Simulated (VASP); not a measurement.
Wanted: the native input for a VASP 6.6.1 run.

```
Task                   : single point
Functional             : LDA
Potentials or basis    : VASP PAW LDA potentials, release 64 (Li_sv, Ag)
Cutoff                 : 520 eV
k mesh                 : 6 × 6 × 6
Occupations            : methfessel-paxton, width 0.1 eV
Spin                   : no spin polarisation
Dipole correction      : no
Further INCAR settings : ALGO = Normal; EDIFF = 1e-06; NBANDS = 18
```

The structure of Li3Ag lies in POSCAR:

```
Li3Ag
1.0
    4.5282410000      0.0000000000      0.0000000000
    2.2641205000      3.9215717405      0.0000000000
    2.2641205000      1.3071905802      3.6972932941
Li Ag
3 1
Direct
    0.2500000000      0.2500000000      0.2500000000
    0.7500000000      0.7500000000      0.7500000000
    0.5000000000      0.5000000000      0.5000000000
    0.0000000000      0.0000000000      0.0000000000
```

These files were run (other wordings do the same):

INCAR

```
PREC = Accurate
ENCUT = 520
EDIFF = 1E-6
ISMEAR = 1
SIGMA = 0.1
LREAL = F
LASPH = T
NELM = 80
ALGO = Normal
ISIF = 2
LWAVE = F
LCHARG = F
GGA = CA
NBANDS = 18
```

KPOINTS

```
Automatic mesh
0
Gamma
  6 6 6
```

Potentials or basis: VASP PAW LDA potentials, release 64 (Li_sv, Ag).

Run with:

```bash
$ cat potpaw_LDA.64/Li_sv/POTCAR potpaw_LDA.64/Ag/POTCAR > POTCAR
$ mpirun -np 1 vasp_std > vasp.out
```

It gave:

| Property | Result |
| --- | --- |
| Band gap on the k mesh | zero (band 10 reaches 6.95 eV, above the bottom of band 11 at 2.46 eV) |

It took 9.3 s on 1 thread of AMD EPYC 9R45 96-Core Processor (Zen 5) (shared host), peak memory 0.14 GiB.
